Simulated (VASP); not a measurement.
Runs of VASP 6.6.1 on Al. The cells are those of the table. 

| cell | k mesh | cutoff (eV) | mended | gap on the mesh (eV) | pressure (GPa) | largest force (eV/Å) |
| --- | --- | --- | --- | --- | --- | --- |
| a = 2.814, b = 2.814, c = 18.488 Å, angles 88.5, 89.3, 60.0°, 8 atoms | 16 × 16 × 2 | 520 | - | none | 0.3 | 0.37 |
| a = 2.814, b = 2.814, c = 18.679 Å, angles 82.1, 83.9, 60.0°, 8 atoms | 16 × 16 × 2 | 520 | - | none | 1.0 | 1.08 |
| a = 2.814, b = 2.814, c = 18.701 Å, angles 82.1, 82.8, 60.0°, 8 atoms | 16 × 16 × 2 | 520 | - | none | 1.9 | 1.87 |
| a = 2.814, b = 2.814, c = 18.506 Å, angles 87.1, 88.5, 60.0°, 8 atoms | 16 × 16 × 2 | 520 | - | none | 0.9 | 0.88 |
| a = 2.814, b = 2.814, c = 18.537 Å, angles 86.0, 86.4, 60.0°, 8 atoms | 16 × 16 × 2 | 520 | - | none | (a) | 0.17 |
| a = 2.814, b = 2.814, c = 18.524 Å, angles 86.4, 87.1, 60.0°, 8 atoms | 16 × 16 × 2 | 520 | - | none | (b) | 0.37 |
| a = 2.814, b = 2.814, c = 18.679 Å, angles 82.1, 83.9, 60.0°, 8 atoms | 20 × 20 × 2 | 500 | yes | none | 1.0 | 1.08 |

Alike in all rows: task single point; level PBE+D3(BJ); potentials or basis VASP PAW PBE potentials, release 64 (Al); no spin polarisation; smearing gaussian 0.15 eV.

Problem. Estimate the missing entries.

Solution. (a) 0.2; (b) 0.4.

Caveats: forces of over 1 eV/Å act on the atoms, so gaps and moduli don't describe the material at rest (at least some runs).

A gap of «none» marks levels without a gap at the run's occupations.
